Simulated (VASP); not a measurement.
Crystal: Cl.

```xyz
4
Lattice="3.2642 -2.0575 0.0000 3.2642 2.0575 0.0000 0.0000 0.0000 8.4024" Properties=species:S:1:pos:R:3 pbc="T T T"
Cl    3.2642   -1.5862    5.0814
Cl    3.2642    1.5862    3.3210
Cl    3.2642   -0.4713    0.8802
Cl    3.2642    0.4713    7.5222
```

* Program: VASP 6.6.1
* Task: relaxation of cell and atoms
* Functional: PBE
* Dispersion: D3(BJ)
* Potentials or basis: VASP PAW PBE potentials, release 64 (Cl)
* Cutoff: 600 eV
* k mesh: 6 × 6 × 4
* Occupations: fermi-dirac, width 0.02 eV
* Spin: no spin polarisation

At the start: pressure 0.2 GPa; volume 28.22 Å³/atom.

Problem. Where does the relaxation end?

Solution. Over 16 steps the energy falls by 3.4 meV/atom and the volume is 27.34 Å³/atom (-3.1 %); space group Cmce (No. 64, to 0.1 Å) before and after.

Step by step:
| step | energy change (eV) | largest force (eV/Å) | pressure (GPa) | volume (Å³) |
| --- | --- | --- | --- | --- |
| 1 | 0.0000 | 0.2752 | 0.23 | 112.86 |
| 2 | 0.0030 | 0.2597 | -0.90 | 113.53 |
| 3 | -0.0034 | 0.0399 | -0.26 | 113.14 |
| 4 | -0.0056 | 0.0389 | -0.23 | 112.56 |
| 5 | -0.0104 | 0.0366 | -0.09 | 110.84 |
| 6 | -0.0107 | 0.0618 | 0.30 | 107.43 |
| 7 | -0.0123 | 0.0478 | 0.10 | 109.10 |
| 8 | -0.0114 | 0.1338 | -0.28 | 109.16 |
| 9 | -0.0125 | 0.0264 | -0.02 | 109.12 |
| 10 | -0.0128 | 0.0260 | -0.01 | 109.06 |
| 11 | -0.0134 | 0.0265 | -0.01 | 108.90 |
| 12 | -0.0135 | 0.0289 | 0.00 | 108.84 |
| 13 | -0.0129 | 0.0989 | 0.26 | 108.82 |
| 14 | -0.0135 | 0.0125 | 0.06 | 108.84 |
| 15 | -0.0137 | 0.0064 | 0.02 | 109.13 |
| 16 | -0.0138 | 0.0033 | 0.00 | 109.35 |

Final structure:
```
Cl
1.0
     3.29235   -2.03865    0.00000
     3.29235    2.03865    0.00000
     0.00000    0.00000    8.14622
Cl
4
Direct
  0.87791 0.12209 0.60778
  0.12209 0.87791 0.39222
  0.62209 0.37791 0.10778
  0.37791 0.62209 0.89222
```
